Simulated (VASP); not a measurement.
# ZnO (P6_3mc) in VASP: notebook, part 2 of 2

VASP 6.6.1. Earlier steps stand in the parts before.

## 3. Vibrations by perturbation theory, LDA

This run uses another cell than the first one, of 11.19 Å³/atom.

File INCAR:

```
ALGO     = Normal         # electronic algorithm
EDIFF    = 1E-8           # SCF threshold, eV
ENCUT    = 520            # plane-wave cutoff, eV
IBRION   = 8              # ionic algorithm
ISIF     = 2              # what is computed and relaxed
ISMEAR   = 0              # smearing method
LASPH    = True           # aspherical terms in the spheres
LCHARG   = False          # write CHGCAR
LREAL    = False          # projectors in reciprocal space
LWAVE    = False          # write WAVECAR
NELM     = 80             # most SCF steps
NSW      = 1              # ionic steps
PREC     = Accurate       # precision mode
SIGMA    = 0.01           # smearing width, eV
```

File KPOINTS:

```
k-points
0
Gamma
  8 8 4
```

File POSCAR:

```
ZnO
1.0
    3.1742523832      0.0000000000      0.0000000000
   -1.5871261916      2.7489832019      0.0000000000
    0.0000000000      0.0000000000      5.1314537696
Zn O
2 2
Direct
    0.3333333333      0.6666666667      0.5002751823
    0.6666666667      0.3333333333      0.0002751823
    0.6666666667      0.3333333333      0.3787348177
    0.3333333333      0.6666666667      0.8787348177
```

Potentials or basis: VASP PAW LDA potentials, release 64 (Zn, O).

Launch:

```
$ cat potpaw_LDA.64/Zn/POTCAR potpaw_LDA.64/O/POTCAR > POTCAR
$ mpirun -np 1 vasp_std > vasp.out
```

OUTCAR:

```text
EDIFF = 1E-8
   ENCUT = 520
   IBRION = 8
   ISIF = 2
   ISMEAR = 0
   LASPH = True
   LREAL = False
   NELM = 80
   NSW = 1
   PREC = Accurate

 ion  position               nearest neighbor table
   1  0.333  0.667  0.500-   3 1.94   3 1.94   3 1.94   4 1.94
   2  0.667  0.333  0.000-   4 1.94   4 1.94   4 1.94   3 1.94
   3  0.667  0.333  0.379-   1 1.94   1 1.94   1 1.94   2 1.94
   4  0.333  0.667  0.879-   2 1.94   2 1.94   2 1.94   1 1.94

  LATTYP: Found a hexagonal cell.
 ALAT       =     3.1742523832
 C/A-ratio  =     1.6165865691

  Lattice vectors:

 A1 = (   3.1742523832,   0.0000000000,   0.0000000000)
 A2 = (  -1.5871261916,   2.7489832019,   0.0000000000)
[... 865 lines left out ...]
  1Z     0.000000    0.000000  -13.179862    0.000000    0.000000    5.194457    0.000000    0.000000    1.723451    0.000000    0.000000    6.261954
  2X     0.376970    0.000000    0.000000   -9.093551    0.000000   -0.000000   -0.105132    0.000000    0.000000    8.821713    0.000000    0.000000
  2Y     0.000000    0.376970    0.000000   -0.000000   -9.093551    0.000000    0.000000   -0.105132    0.000000    0.000000    8.821713   -0.000000
  2Z     0.000000    0.000000    5.194457   -0.000000    0.000000  -13.179862    0.000000    0.000000    6.261954    0.000000   -0.000000    1.723451
  3X     8.826802    0.000000    0.000000   -0.107751   -0.000000   -0.000000   -9.747473   -0.000000    0.000000    1.028422    0.000000   -0.000000
  3Y    -0.000000    8.826802   -0.000000   -0.000000   -0.107751    0.000000   -0.000000   -9.747473   -0.000000   -0.000000    1.028422   -0.000000
  3Z     0.000000    0.000000    1.668713    0.000000    0.000000    6.331488    0.000000   -0.000000  -13.410369    0.000000    0.000000    5.410168
  4X    -0.107751   -0.000000    0.000000    8.826802   -0.000000   -0.000000    1.028422   -0.000000    0.000000   -9.747473    0.000000    0.000000
  4Y     0.000000   -0.107751   -0.000000    0.000000    8.826802    0.000000    0.000000    1.028422    0.000000   -0.000000   -9.747473    0.000000
  4Z     0.000000    0.000000    6.331488    0.000000    0.000000    1.668713    0.000000   -0.000000    5.410168    0.000000    0.000000  -13.410369

 Eigenvectors and eigenvalues of the dynamical matrix
 ----------------------------------------------------

   1 f  =   17.113553 THz   107.527628 2PiTHz  570.846697 cm-1    70.775938 meV
             X         Y         Z           dx          dy          dz
     -0.000000  1.832655  2.567139     0.000000    0.000000   -0.108342
      1.587126  0.916328  0.001412    -0.000000   -0.000000    0.108342
      1.587126  0.916328  1.943460    -0.000000   -0.000000   -0.698757
     -0.000000  1.832655  4.509187     0.000000    0.000000    0.698757
[... 71 lines left out ...]
  12 f/i=    0.004533 THz     0.028484 2PiTHz    0.151215 cm-1     0.018748 meV
             X         Y         Z           dx          dy          dz
     -0.000000  1.832655  2.567139    -0.000000    0.000000    0.633919
      1.587126  0.916328  0.001412    -0.000000    0.000000    0.633919
      1.587126  0.916328  1.943460    -0.000000    0.000000    0.313283
     -0.000000  1.832655  4.509187    -0.000000    0.000000    0.313283

--------------------------------------------------------------------------------------------------------

 ELASTIC MODULI CONTR FROM IONIC RELAXATION (kBar)
 Direction    XX          YY          ZZ          XY          YZ          ZX
 --------------------------------------------------------------------------------
 XX        -952.1087    356.5990    580.4905     -0.0000      0.0000      0.0000
 YY         356.5990   -952.1087    580.4905      0.0000     -0.0000     -0.0000
 ZZ         580.4905    580.4905  -1131.7003      0.0000      0.0000     -0.0000
 XY          -0.0000      0.0000      0.0000   -654.3538      0.0000      0.0000
 YZ           0.0000     -0.0000      0.0000      0.0000   -262.0079     -0.0000
 ZX           0.0000     -0.0000     -0.0000      0.0000     -0.0000   -258.3723
 --------------------------------------------------------------------------------
```

stdout:

```text
POSCAR found type information on POSCAR ZnO
 POSCAR found :  2 types and       4 ions
 scaLAPACK will be used
 LDA part: xc-table for (Slater(with rela. corr.)+CA(PZ))
 , standard interpolation
 POSCAR, INCAR and KPOINTS ok, starting setup
 FFT: planning ... GRIDC
 FFT: planning ... GRID_SOFT
 FFT: planning ... GRID
 WAVECAR not read
 entering main loop
 Linear response reoptimize wavefunctions to high precision
 Linear response DOF=           4
 Linear response progress:
 first order change of Fermi-energy  -0.10600E+01
 force on displaced ion       1 direction 1 :  -9.094   0.000  -0.000
 Linear response progress:
 first order change of Fermi-energy   0.99272E-01
 force on displaced ion       1 direction 3 :   0.000  -0.000 -13.180
 Linear response progress:
 first order change of Fermi-energy  -0.23012E+00
 force on displaced ion       3 direction 1 :  -9.747  -0.001   0.001
 Linear response progress:
 first order change of Fermi-energy  -0.99348E-01
 force on displaced ion       3 direction 3 :   0.000  -0.000 -13.410
 Linear response finished
```

It took 6.1 min on 1 thread of Intel Xeon 8259CL, shared host; peak memory 0.41 GiB.

What came out:

| Quantity | Value |
| --- | --- |
| Highest phonon frequency at Γ, LO-TO splitting left out | 571 cm⁻¹ |

Phonon frequencies in cm⁻¹ (negative: imaginary):
```
              q point                              frequencies
(0.000, 0.000, 0.000)  0 0 0 86 86 265 411 429 429 464 464 571
```

Caveat: the cell stands under pressure or tension, which shifts response properties.

## 4. Vibrations by perturbation theory, LDA

This run uses another cell than the first one, of 11.33 Å³/atom.

File INCAR:

```
PREC = Accurate
ENCUT = 520
EDIFF = 1E-8
ISMEAR = 0
SIGMA = 0.01
LREAL = False
LASPH = True
NELM = 100
ALGO = Normal
ISIF = 2
LWAVE = False
LCHARG = False
NBANDS = 26
IBRION = 8
NSW = 1
```

File KPOINTS:

```
Automatic mesh
0
Gamma
  8 8 4
```

File POSCAR:

```
ZnO
1.0
    3.1871458518      0.0000000000      0.0000000000
   -1.5935729259      2.7601492732      0.0000000000
    0.0000000000      0.0000000000      5.1524051692
Zn O
2 2
Direct
    0.3333333333      0.6666666667      0.5002826654
    0.6666666667      0.3333333333      0.0002826654
    0.6666666667      0.3333333333      0.3787273346
    0.3333333333      0.6666666667      0.8787273346
```

Potentials or basis: VASP PAW LDA potentials, release 64 (Zn, O).

Launch:

```
$ cat potpaw_LDA.64/Zn/POTCAR potpaw_LDA.64/O/POTCAR > POTCAR
$ mpirun -np 1 vasp_std > vasp.out
```

OUTCAR:

```text
PREC = Accurate
   ENCUT = 520
   EDIFF = 1E-8
   ISMEAR = 0
   LREAL = False
   LASPH = True
   NELM = 100
   ISIF = 2
   IBRION = 8
   NSW = 1

 ion  position               nearest neighbor table
   1  0.333  0.667  0.500-   3 1.94   3 1.94   3 1.94   4 1.95
   2  0.667  0.333  0.000-   4 1.94   4 1.94   4 1.94   3 1.95
   3  0.667  0.333  0.379-   1 1.94   1 1.94   1 1.94   2 1.95
   4  0.333  0.667  0.879-   2 1.94   2 1.94   2 1.94   1 1.95

  LATTYP: Found a hexagonal cell.
 ALAT       =     3.1871458518
 C/A-ratio  =     1.6166204525

  Lattice vectors:

 A1 = (   3.1871458518,   0.0000000000,   0.0000000000)
[... 961 lines left out ...]
  1Y    -0.000000   -8.715186    0.000000    0.000000    0.375612    0.000000   -0.000000    8.372522   -0.000000    0.000000   -0.032948    0.000000
  1Z     0.000000    0.000000  -12.713563    0.000000    0.000000    5.106734   -0.000000    0.000000    1.751918    0.000000   -0.000000    5.854911
  2X     0.375612    0.000000    0.000000   -8.715186    0.000000   -0.000000   -0.032948    0.000000    0.000000    8.372522    0.000000    0.000000
  2Y     0.000000    0.375612   -0.000000   -0.000000   -8.715186   -0.000000    0.000000   -0.032948    0.000000    0.000000    8.372522    0.000000
  2Z    -0.000000    0.000000    5.106734    0.000000    0.000000  -12.713563    0.000000    0.000000    5.854911    0.000000   -0.000000    1.751918
  3X     8.366785   -0.000000    0.000000   -0.047338   -0.000000   -0.000000   -9.327709    0.000000    0.000000    1.008262    0.000000    0.000000
  3Y     0.000000    8.366785    0.000000    0.000000   -0.047338   -0.000000    0.000000   -9.327709   -0.000000    0.000000    1.008262    0.000000
  3Z     0.000000    0.000000    1.698579   -0.000000    0.000000    5.914415    0.000000   -0.000000  -12.922113    0.000000    0.000000    5.309120
  4X    -0.047338    0.000000    0.000000    8.366785   -0.000000    0.000000    1.008262    0.000000    0.000000   -9.327709    0.000000    0.000000
  4Y    -0.000000   -0.047338    0.000000    0.000000    8.366785   -0.000000    0.000000    1.008262   -0.000000   -0.000000   -9.327709    0.000000
  4Z     0.000000   -0.000000    5.914415    0.000000   -0.000000    1.698579    0.000000    0.000000    5.309120   -0.000000    0.000000  -12.922113

 Eigenvectors and eigenvalues of the dynamical matrix
 ----------------------------------------------------

   1 f  =   16.823963 THz   105.708077 2PiTHz  561.186999 cm-1    69.578289 meV
             X         Y         Z           dx          dy          dz
     -0.000000  1.840100  2.577659    -0.000000    0.000000   -0.101609
      1.593573  0.920050  0.001456     0.000000   -0.000000    0.101609
      1.593573  0.920050  1.951357     0.000000   -0.000000   -0.699768
     -0.000000  1.840100  4.527559    -0.000000    0.000000    0.699768
[... 71 lines left out ...]
  12 f/i=    0.006044 THz     0.037979 2PiTHz    0.201622 cm-1     0.024998 meV
             X         Y         Z           dx          dy          dz
     -0.000000  1.840100  2.577659    -0.624123    0.109485   -0.000000
      1.593573  0.920050  0.001456    -0.624123    0.109485   -0.000000
      1.593573  0.920050  1.951357    -0.309100    0.054223   -0.000000
     -0.000000  1.840100  4.527559    -0.309100    0.054223   -0.000000

--------------------------------------------------------------------------------------------------------

 ELASTIC MODULI CONTR FROM IONIC RELAXATION (kBar)
 Direction    XX          YY          ZZ          XY          YZ          ZX
 --------------------------------------------------------------------------------
 XX        -867.5780    329.8028    524.1240      0.0000      0.0000      0.0000
 YY         329.8028   -867.5780    524.1240     -0.0000     -0.0000     -0.0000
 ZZ         524.1240    524.1240  -1021.6385     -0.0000      0.0000      0.0000
 XY           0.0000     -0.0000     -0.0000   -598.6904     -0.0000      0.0000
 YZ           0.0000     -0.0000      0.0000     -0.0000   -235.2024     -0.0000
 ZX           0.0000     -0.0000      0.0000      0.0000     -0.0000   -231.2620
 --------------------------------------------------------------------------------
```

Wall time 7.3 min (1 thread of Intel Xeon Platinum 8259CL at 2.50GHz (Skylake/Cascade Lake), shared host); peak memory 0.39 GiB.

Results:

* Highest phonon frequency at Γ, LO-TO splitting left out: 561 cm⁻¹

Phonon frequencies in cm⁻¹ (negative: imaginary):
| q point | frequencies |
| --- | --- |
| (0.000, 0.000, 0.000) | 0 0 0 89 89 263 401 420 420 453 453 561 |

Caveat: the cell stands under pressure or tension, which shifts response properties.

## 5. Vibrations by perturbation theory, LDA

This run uses another cell than the first one, of 11.48 Å³/atom.

File INCAR:

```
  PREC = Accurate
  ENCUT = 520
  EDIFF = 1E-8
  ISMEAR = 0
  SIGMA = 0.01
  LREAL = False
  LASPH = True
  NELM = 100
  ALGO = Normal
  ISIF = 2
  LWAVE = False
  LCHARG = False
  GGA = CA
  IBRION = 8
  NSW = 1
```

File KPOINTS:

```
regular mesh
0
Gamma
  8 8 4
```

File POSCAR:

```
ZnO
1.0
    3.2006156128      0.0000000000      0.0000000000
   -1.6003078064      2.7718144284      0.0000000000
    0.0000000000      0.0000000000      5.1741698040
Zn O
2 2
Direct
    0.3333333333      0.6666666667      0.5002674079
    0.6666666667      0.3333333333      0.0002674079
    0.6666666667      0.3333333333      0.3787425921
    0.3333333333      0.6666666667      0.8787425921
```

Potentials or basis: VASP PAW LDA potentials, release 64 (Zn, O).

Launch:

```
$ cat potpaw_LDA.64/Zn/POTCAR potpaw_LDA.64/O/POTCAR > POTCAR
$ mpirun -np 1 vasp_std > vasp.out
```

OUTCAR:

```text
PREC = Accurate
   ENCUT = 520
   EDIFF = 1E-8
   ISMEAR = 0
   LREAL = False
   LASPH = True
   NELM = 100
   ISIF = 2
   GGA = CA
   IBRION = 8
   NSW = 1

 ion  position               nearest neighbor table
   1  0.333  0.667  0.500-   3 1.95   3 1.95   3 1.95   4 1.96
   2  0.667  0.333  0.000-   4 1.95   4 1.95   4 1.95   3 1.96
   3  0.667  0.333  0.379-   1 1.95   1 1.95   1 1.95   2 1.96
   4  0.333  0.667  0.879-   2 1.95   2 1.95   2 1.95   1 1.96

  LATTYP: Found a hexagonal cell.
[... 880 lines left out ...]
  4Y     0.000000    0.013020   -0.000000    0.000000    7.909772    0.000000    0.000000    0.987333    0.000000    0.000000   -8.910125    0.000000
  4Z     0.000000    0.000000    5.503464    0.000000    0.000000    1.712841   -0.000000   -0.000000    5.203119    0.000000    0.000000  -12.419424

 Eigenvectors and eigenvalues of the dynamical matrix
 ----------------------------------------------------

   1 f  =   16.522637 THz   103.814792 2PiTHz  551.135858 cm-1    68.332107 meV
             X         Y         Z           dx          dy          dz
     -0.000000  1.847876  2.588469     0.000000    0.000000   -0.094750
      1.600308  0.923938  0.001384    -0.000000   -0.000000    0.094750
      1.600308  0.923938  1.959678    -0.000000   -0.000000   -0.700730
     -0.000000  1.847876  4.546763     0.000000    0.000000    0.700730
[... 71 lines left out ...]
  12 f/i=    0.011237 THz     0.070607 2PiTHz    0.374841 cm-1     0.046474 meV
             X         Y         Z           dx          dy          dz
     -0.000000  1.847876  2.588469    -0.549535   -0.315207    0.000000
      1.600308  0.923938  0.001384    -0.549535   -0.315207    0.000000
      1.600308  0.923938  1.959678    -0.272458   -0.156278    0.000000
     -0.000000  1.847876  4.546763    -0.272458   -0.156278    0.000000

--------------------------------------------------------------------------------------------------------

 ELASTIC MODULI CONTR FROM IONIC RELAXATION (kBar)
 Direction    XX          YY          ZZ          XY          YZ          ZX
 --------------------------------------------------------------------------------
 XX        -785.0828    303.5052    469.2022     -0.0000     -0.0000     -0.0000
 YY         303.5052   -785.0828    469.2022      0.0000     -0.0000      0.0000
 ZZ         469.2022    469.2022   -914.2898      0.0000      0.0000     -0.0000
 XY          -0.0000      0.0000      0.0000   -544.2940      0.0000      0.0000
 YZ           0.0000      0.0000      0.0000      0.0000   -207.8529      0.0000
 ZX          -0.0000      0.0000     -0.0000      0.0000      0.0000   -203.6729
 --------------------------------------------------------------------------------
```

Run time: 6.3 min. Hardware: 1 thread of Intel Xeon Platinum 8259CL at 2.50GHz (Skylake/Cascade Lake), shared host; peak memory 0.42 GiB.

What came out:

- Highest phonon frequency at Γ, LO-TO splitting left out: 551 cm⁻¹

Phonon frequencies in cm⁻¹ (negative: imaginary):
```
              q point                              frequencies
(0.000, 0.000, 0.000)  0 0 0 93 93 260 391 410 410 442 442 551
```
